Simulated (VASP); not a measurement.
# Cs2Au (P6/mmm) in VASP: notebook, part 2 of 2

VASP 6.6.1. Earlier steps stand in the parts before.

### Step 3. Single point, PBE

This run uses another cell than the first one, of 46.21 Å³/atom, 1.313 times its volume.

Input file INCAR:

```
ALGO = Fast
EDIFF = 1E-7
ENCUT = 520
GGA = PE
ISIF = 2
ISMEAR = 0
LASPH = True
LCHARG = False
LREAL = False
LWAVE = False
NBANDS = 22
NELM = 100
PREC = Accurate
SIGMA = 0.1
```

Input file KPOINTS:

```
k-points
0
Gamma
  6 6 4
```

Input file POSCAR:

```
Cs2Au
1.0
    6.2326215579      0.0000000000      0.0000000000
   -3.1163107789      5.3976086013      0.0000000000
    0.0000000000      0.0000000000      4.1206859277
Cs Au
2 1
Direct
    0.3333333333      0.6666666667      0.5000000000
    0.6666666667      0.3333333333      0.5000000000
    0.0000000000      0.0000000000      0.0000000000
```

Potentials or basis: VASP PAW PBE potentials, release 64 (Cs_sv, Au).

On the command line:

```sh
$ cat potpaw_PBE.64/Cs_sv/POTCAR potpaw_PBE.64/Au/POTCAR > POTCAR
$ mpirun -np 1 vasp_std > vasp.out
```

Wall time 58 s (1 thread of Oxide Virtual Turin-like, shared host); peak memory 0.24 GiB.

It converged, with:

```
Free energy : -4.7250 eV
Pressure    : 0.2 GPa
```

Stress tensor (GPa, compression positive):
```
0.28 0.00 0.00
0.00 0.28 0.00
0.00 0.00 0.13
```

Levels at points of the mesh, in eV from the Fermi level:
| k point | band 13 | band 14 | band 15 | band 16 | band 17 | band 18 |
| --- | --- | --- | --- | --- | --- | --- |
| (0.00, 0.00, 0.00) | -3.45 | -3.45 | 0.60 | 0.76 | 0.76 | 1.99 |
| (0.50, 0.00, 0.00) | -3.43 | -3.39 | -0.85 | 0.81 | 0.92 | 1.84 |
| (0.00, 0.00, 0.50) | -3.42 | -2.09 | -0.48 | 0.83 | 0.83 | 1.40 |
| (0.50, 0.00, 0.50) | -3.55 | -2.41 | -0.39 | 0.21 | 0.90 | 2.36 |

Caveat: the k points lie up to 0.38 Å⁻¹ apart; spin-orbit coupling is left out, which moves the levels of the heavy elements.

### Step 4. Relaxation of cell and atoms, PBE

Input file INCAR:

```
SYSTEM = Cs2Au
  PREC = Accurate
  ENCUT = 600
  EDIFF = 1E-6
  ISMEAR = 0
  SIGMA = 0.1
  LREAL = .False.
  LASPH = .True.
  NELM = 60
  ALGO = Normal
  ISIF = 3
  LWAVE = .False.
  LCHARG = .False.
  GGA = PE
  IBRION = 2
  NSW = 90
  EDIFFG = -0.04
```

Input file KPOINTS:

```
regular mesh
0
Gamma
  6 6 4
  0 0 0
```

Input file POSCAR:

```
Cs2Au
1.0
    4.7919823000      0.0000000000      0.0000000000
   -2.3959911500      4.1499784100      0.0000000000
    0.0000000000      0.0000000000      5.3108592500
Cs Au
2 1
Direct
    0.3333333300      0.6666666700      0.5000000000
    0.6666666700      0.3333333300      0.5000000000
    0.0000000000      0.0000000000      0.0000000000
```

On the command line:

```sh
$ cat potpaw_PBE.64/Cs_sv/POTCAR potpaw_PBE.64/Au/POTCAR > POTCAR
$ mpirun -np 1 vasp_std > vasp.out
```

Wall time 6.3 min (1 thread of Oxide Virtual Turin-like, shared host); peak memory 0.25 GiB.

The run converged. Its results:

* Free energy: -4.7184 eV
* Relaxed volume: 50.02 Å³/atom
* Relaxed cell: a = 6.346 Å, b = 6.346 Å, c = 4.303 Å, α = 90.00°, β = 90.00°, γ = 120.00°
* Space group after relaxing (to 0.05 Å): P6/mmm (No. 191)
* Energy gained by relaxing: 1326.2 meV/atom
* Ionic steps: 15
* Pressure after relaxing: 0.0 GPa

Stress tensor (GPa, compression positive):
```
 0.02  0.00  0.00
 0.00  0.02  0.00
 0.00  0.00 -0.12
```

Step by step:
```tsv
step	energy change (eV)	largest force (eV/Å)	pressure (GPa)	volume (Å³)
1	0.0000	0.0000	17.90	105.62
2	-3.7638	0.0000	-0.40	172.55
3	-3.7788	0.0000	-0.46	175.65
4	-3.7997	0.0000	-0.58	181.90
5	-3.8048	0.0000	-0.80	194.67
6	-3.8086	0.0000	-0.69	188.20
7	-3.8792	0.0000	-0.62	181.18
8	-3.9422	0.0000	-0.47	171.46
9	-3.9384	0.0000	-0.39	152.06
10	-3.9604	0.0000	-0.35	161.02
11	-3.9609	0.0000	-0.36	162.69
12	-3.9730	0.0000	-0.21	157.31
13	-3.9778	0.0000	-0.07	152.44
14	-3.9781	0.0000	-0.03	151.08
15	-3.9787	0.0000	-0.03	150.07
```

Final structure:
```cif
data_structure
_symmetry_space_group_name_H-M 'P 1'
_symmetry_Int_Tables_number 1
_cell_length_a 6.3458
_cell_length_b 6.3458
_cell_length_c 4.3031
_cell_angle_alpha 90.000
_cell_angle_beta 90.000
_cell_angle_gamma 120.000
_cell_volume 150.07
loop_
_atom_site_label
_atom_site_type_symbol
_atom_site_fract_x
_atom_site_fract_y
_atom_site_fract_z
_atom_site_occupancy
Cs1 Cs 0.33333 0.66667 0.50000 1
Cs2 Cs 0.66667 0.33333 0.50000 1
Au1 Au 0.00000 0.00000 0.00000 1
```

Levels at points of the mesh, in eV from the Fermi level:
```
           k point  band 12  band 13  band 14  band 15  band 16  band 17  band 18
(0.00, 0.00, 0.00)    -3.46    -3.34    -3.34     0.65     0.83     0.83     1.98
(0.50, 0.00, 0.00)    -3.35    -3.33    -3.26    -0.84     0.88     0.91     1.87
(0.00, 0.00, 0.50)    -3.49    -3.31    -2.18    -0.47     0.95     0.95     1.49
(0.50, 0.00, 0.50)    -3.45    -3.40    -2.43    -0.21     0.27     0.83     2.27
```

Caveat: the volume moved by over 15 % at a fixed basis, so the end points are rough; spin-orbit coupling is left out, which moves the levels of the heavy elements.

### Step 5. Single point, PBE

This run uses another cell than the first one, of 50.37 Å³/atom, 1.431 times its volume.

Input file INCAR:

```
PREC = Accurate
ENCUT = 520
EDIFF = 1E-6
ISMEAR = 0
SIGMA = 0.1
LREAL = F
LASPH = T
NELM = 100
ALGO = Fast
ISIF = 2
LWAVE = F
LCHARG = F
GGA = PE
NBANDS = 22
```

Input file KPOINTS:

```
regular mesh
0
Gamma
  12 12 12
```

Input file POSCAR:

```
Cs2Au
1.0
    6.3817368719      0.0000000000      0.0000000000
   -3.1908684359      5.5267462514      0.0000000000
    0.0000000000      0.0000000000      4.2844914091
Cs Au
2 1
Direct
    0.3333333333      0.6666666667      0.5000000000
    0.6666666667      0.3333333333      0.5000000000
    0.0000000000      0.0000000000      0.0000000000
```

Potentials or basis: VASP PAW PBE potentials, release 64 (Cs_sv, Au).

On the command line:

```sh
$ cat potpaw_PBE.64/Cs_sv/POTCAR potpaw_PBE.64/Au/POTCAR > POTCAR
$ mpirun -np 1 vasp_std > vasp.out
```

OUTCAR:

```text
PREC = Accurate
   ENCUT = 520
   EDIFF = 1E-6
   ISMEAR = 0
   LREAL = F
   LASPH = T
   NELM = 100
   ISIF = 2
   GGA = PE

 ion  position               nearest neighbor table
   1  0.333  0.667  0.500-
   2  0.667  0.333  0.500-
   3  0.000  0.000  0.000-

  LATTYP: Found a hexagonal cell.
 ALAT       =     6.3817368719
 C/A-ratio  =     0.6713676065

  Lattice vectors:
[... 789 lines left out ...]

 [... further k-points ...]

------------------------ aborting loop because EDIFF is reached ----------------------------------------

  FORCE on cell =-STRESS in cart. coord.  units (eV):
  Direction    XX          YY          ZZ          XY          YZ          ZX
  --------------------------------------------------------------------------------------
  -------------------------------------------------------------------------------------
  Total        0.0192708      0.0192708     -0.0044357      0.0000000      0.0000000     -0.0000000
  in kB        0.2043157      0.2043157     -0.0470293      0.0000000      0.0000000     -0.0000000
  external PRESSURE =       0.1205340 kB  Pullay stress =       0.0000000 kB

 VOLUME and BASIS-vectors are now :
 -----------------------------------------------------------------------------
  energy-cutoff  :      520.00
  volume of cell :      151.12
      direct lattice vectors                 reciprocal lattice vectors
     6.381736872  0.000000000  0.000000000     0.156697153  0.090469144  0.000000000
    -3.190868436  5.526746251  0.000000000     0.000000000  0.180938287  0.000000000
     0.000000000  0.000000000  4.284491409     0.000000000  0.000000000  0.233399931

 POSITION                                       TOTAL-FORCE (eV/Angst)
 -----------------------------------------------------------------------------------
     -0.00000      3.68450      2.14225        -0.000000      0.000000      0.000000
      3.19087      1.84225      2.14225         0.000000     -0.000000      0.000000
      0.00000      0.00000      0.00000        -0.000000      0.000000      0.000000
 -----------------------------------------------------------------------------------
    total drift:                               -0.000000      0.000000     -0.000000

  FREE ENERGIE OF THE ION-ELECTRON SYSTEM (eV)
  ---------------------------------------------------
  free  energy   TOTEN  =        -4.7599329227 eV

  energy  without entropy=       -4.7460210324  energy(sigma->0) =       -4.75297698
```

OSZICAR:

```text
N       E                     dE             d eps       ncg     rms          rms(c)
DAV:   1     0.187261287940E+03    0.18726E+03   -0.11450E+04  5860   0.106E+03
DAV:   2     0.104513919855E+02   -0.17681E+03   -0.16845E+03  7934   0.203E+02
DAV:   3    -0.481175727789E+01   -0.15263E+02   -0.15177E+02  7330   0.626E+01
DAV:   4    -0.502083722449E+01   -0.20908E+00   -0.20895E+00  6748   0.817E+00
DAV:   5    -0.502310706546E+01   -0.22698E-02   -0.22695E-02  7572   0.883E-01    0.227E+00
RMM:   6    -0.483985294052E+01    0.18325E+00   -0.13910E-01  6169   0.194E+00    0.104E+00
RMM:   7    -0.475914807946E+01    0.80705E-01   -0.17977E-01  7863   0.190E+00    0.514E-01
RMM:   8    -0.475921886958E+01   -0.70790E-04   -0.19434E-02  7743   0.573E-01    0.248E-01
RMM:   9    -0.475985782614E+01   -0.63896E-03   -0.25545E-03  7696   0.244E-01    0.294E-02
RMM:  10    -0.475992593230E+01   -0.68106E-04   -0.55647E-04  8039   0.839E-02    0.227E-02
RMM:  11    -0.475993009430E+01   -0.41620E-05   -0.10236E-04  7577   0.443E-02    0.131E-02
RMM:  12    -0.475993197558E+01   -0.18813E-05   -0.20216E-05  7391   0.176E-02    0.181E-03
RMM:  13    -0.475993292272E+01   -0.94714E-06   -0.36863E-06  6063   0.712E-03
   1 F= -.47599329E+01 E0= -.47529770E+01  d E =-.139119E-01
```

It took 5.6 min on 1 thread of Oxide Virtual Turin-like, shared host; peak memory 0.52 GiB.

Results:

| Quantity | Value |
| --- | --- |
| Free energy | -4.7599 eV |
| Pressure | 0.0 GPa |

Levels at points of the mesh, in eV from the Fermi level:
```tsv
k point	band 11	band 12	band 13	band 14	band 15	band 16	band 17	band 18
(0.00, 0.00, 0.00)	-3.45	-3.45	-3.34	-3.34	0.63	0.80	0.80	1.94
(0.50, 0.00, 0.00)	-3.45	-3.34	-3.32	-3.25	-0.85	0.85	0.90	1.84
(0.00, 0.00, 0.50)	-3.49	-3.49	-3.31	-2.16	-0.46	0.93	0.93	1.48
(0.50, 0.00, 0.50)	-3.45	-3.44	-3.39	-2.41	-0.20	0.29	0.82	2.27
```

Caveat: spin-orbit coupling is left out, which moves the levels of the heavy elements.

### Step 6. The runs side by side

```csv
task,cell,k mesh,cutoff (eV),gap on the mesh (eV),pressure (GPa)
single point,"a = 4.792, b = 4.792, c = 5.311 Å, angles 90.0, 90.0, 120.0°, 3 atoms",6 × 6 × 4,520,none,17.9
single point,"a = 6.233, b = 6.233, c = 4.121 Å, angles 90.0, 90.0, 120.0°, 3 atoms",6 × 6 × 4,520,none,0.2
relaxation of cell and atoms,"relaxed from a = 4.792, b = 4.792, c = 5.311 Å, angles 90.0, 90.0, 120.0°, 3 atoms",6 × 6 × 4,600,none,0.0
single point,"a = 6.382, b = 6.382, c = 4.284 Å, angles 90.0, 90.0, 120.0°, 3 atoms",12 × 12 × 12,520,none,0.0
```

Alike in all rows: level PBE; potentials or basis VASP PAW PBE potentials, release 64 (Cs_sv, Au); no spin polarisation; smearing gaussian 0.1 eV.

Caveats: some runs use coarse meshes; spin-orbit coupling is left out, which moves the levels of the heavy elements; the volume moved by over 15 % at a fixed basis, so the end points are rough (some runs).

Total energies depend on the potentials used, so only differences within one code and one set of settings carry meaning.
